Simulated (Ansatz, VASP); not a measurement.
# MgO: VASP beside Ansatz

The input INCAR:

```
ALGO = Normal
EDIFF = 1E-7
ENCUT = 520
GGA = PE
ISIF = 2
ISMEAR = 0
LASPH = True
LCHARG = False
LREAL = False
LWAVE = False
NBANDS = 16
NELM = 60
PREC = Accurate
SIGMA = 0.05
```

The input KPOINTS:

```
k-points
0
Gamma
  9 9 6
```

The input POSCAR:

```
MgO
1.0
    3.5213164919      0.0000000000      0.0000000000
   -1.7606582460      3.0495495368      0.0000000000
    0.0000000000      0.0000000000      4.2393824272
Mg O
2 2
Direct
    0.6722747364      0.3333333333      0.7500000000
    0.3389414031      0.6666666667      0.2500000000
    0.6581471257      0.3333333333      0.2500000000
    0.3248137924      0.6666666667      0.7500000000
```

Input for Ansatz:

```yaml
crystal:
  lattice:
    - [3.5213164919, 0.0, 0.0]
    - [-1.760658246, 3.0495495368, 0.0]
    - [0.0, 0.0, 4.2393824272]
  atoms:
    - { symbol: Mg, position: [0.6722747364, 0.3333333333, 0.75] }
    - { symbol: Mg, position: [0.3389414031, 0.6666666667, 0.25] }
    - { symbol: O, position: [0.6581471257, 0.3333333333, 0.25] }
    - { symbol: O, position: [0.3248137924, 0.6666666667, 0.75] }
basis:
  ecutwfc: 520.0
kpoints:
  mp_grid: { grid: [9, 9, 6] }
hamiltonian:
  xc: pbe
  pseudopotentials: { kind: paw, azcp: { folder: soft_1 } }
scf:
  occupations: { method: gaussian, width: 0.05 }
output:
  forces: true
  stress: true
  eigenvalues: true
```

Change from the starting cell: mode 8 frozen in at -0.030 Å, strain +e along z and -e/2 along x and y +0.0000.

Alike in both runs: task single point; functional PBE; k mesh 9 × 9 × 6; occupations gaussian, width 0.05 eV; no spin polarisation.

```csv
,VASP,Ansatz
version,VASP 6.6.1,Ansatz 0.2.0
potentials or method,"VASP PAW PBE potentials, release 64 (Mg, O), cutoff 520 eV","scalar-relativistic, plane waves, PAW"
valence electrons in the cell,16,32
```

|  | VASP | Ansatz | Ansatz less VASP |
| --- | --- | --- | --- |
| gap on the k mesh at the Fermi level (eV) | 3.26 | 3.28 | +0.021 |
| least direct gap on the mesh (eV) | 3.26 | 3.28 | +0.021 |
| pressure (GPa) | -0.4 | 0.2 | +0.58 |
| traceless stress, the component that is largest in VASP (GPa) | -0.34 | -0.23 | +0.114 |
| rms of the force components (eV/Å) | 0.236 | 0.234 | -0.0023 |

Atom by atom the forces differ by 0.002 eV/Å (rms over components). With one functional, cell and mesh, what is left measures potentials, basis and numerics. VASP's potentials hold 16 valence electrons a cell and Ansatz's 32, so a difference there can come from the potentials and not from the codes.
